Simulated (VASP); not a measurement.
Input of a VASP 6.6.1 run:

File POSCAR:

```
ZnSe
1.0
    0.0000000000      2.8338000000      2.8338000000
    2.8338000000      0.0000000000      2.8338000000
    2.8338000000      2.8338000000      0.0000000000
Zn Se
1 1
Direct
    0.0000000000      0.0000000000      0.0000000000
    0.2500000000      0.2500000000      0.2500000000
```

File INCAR.step1:

```
SYSTEM = ZnSe
PREC     = Accurate       ! precision mode
ENCUT    = 500            ! plane-wave cutoff, eV
EDIFF    = 1E-8           ! SCF threshold, eV
ISMEAR   = 0              ! smearing method
SIGMA    = 0.01           ! smearing width, eV
LREAL    = .FALSE.        ! projectors in reciprocal space
LASPH    = .TRUE.         ! aspherical terms in the spheres
NELM     = 100            ! most SCF steps
ALGO     = Normal         ! electronic algorithm
LWAVE    = .TRUE.         ! write WAVECAR
LCHARG   = .FALSE.        ! write CHGCAR
GGA      = PE             ! functional
```

Contents of INCAR.step2:

```
SYSTEM = ZnSe
PREC     = Accurate       ! precision mode
ENCUT    = 500            ! plane-wave cutoff, eV
EDIFF    = 1E-8           ! SCF threshold, eV
ISMEAR   = 0              ! smearing method
SIGMA    = 0.01           ! smearing width, eV
LREAL    = .FALSE.        ! projectors in reciprocal space
LASPH    = .TRUE.         ! aspherical terms in the spheres
NELM     = 1              ! most SCF steps
ALGO     = Exact          ! electronic algorithm
LWAVE    = .TRUE.         ! write WAVECAR
LCHARG   = .FALSE.        ! write CHGCAR
GGA      = PE             ! functional
NBANDS   = 69             ! bands
LOPTICS  = .TRUE.         ! frequency-dependent dielectric function
ISTART   = 1
```

INCAR.step3

```
SYSTEM = ZnSe
PREC     = Accurate       ! precision mode
ENCUT    = 500            ! plane-wave cutoff, eV
EDIFF    = 1E-8           ! SCF threshold, eV
ISMEAR   = 0              ! smearing method
SIGMA    = 0.01           ! smearing width, eV
LREAL    = .FALSE.        ! projectors in reciprocal space
LASPH    = .TRUE.         ! aspherical terms in the spheres
ALGO     = EVGW0          ! electronic algorithm
LWAVE    = .FALSE.        ! write WAVECAR
LCHARG   = .FALSE.        ! write CHGCAR
GGA      = PE             ! functional
NELMGW   = 1            
NBANDS   = 69             ! bands
ENCUTGW  = 80.0           ! cutoff of the response function
NOMEGA   = 48             ! frequency points
PRECFOCK = Fast         
ISTART   = 1            
NBANDSGW = 17
```

The input KPOINTS:

```
regular mesh
0
G
  3 3 3
  0 0 0
```

Potentials or basis: VASP PAW PBE potentials, release 64 (Zn_GW, Se_GW).

Launch:

```bash
$ cat potpaw_PBE.64/Zn_GW/POTCAR potpaw_PBE.64/Se_GW/POTCAR > POTCAR
$ cp INCAR.step1 INCAR
$ mpirun -np 1 vasp_std > vasp.out
$ cp INCAR.step2 INCAR
$ mpirun -np 1 vasp_std > vasp.out
$ cp INCAR.step3 INCAR
$ mpirun -np 1 vasp_std > vasp.out
```

Question: Predict the quasiparticle gap.

Answer: 2.34 eV.

Question: What does it give for the least direct quasiparticle gap?

Answer: 2.34 eV.

Question: Estimate the band gap of the starting levels on the mesh.

Answer: 1.24 eV.

Question: Predict the least direct gap of the starting levels on the mesh.

Answer: 1.24 eV.

Caveat: the k points lie up to 0.64 Å⁻¹ apart; bands, screening cutoff and mesh are small and nothing is extrapolated, so the quasiparticle values aren't converged.
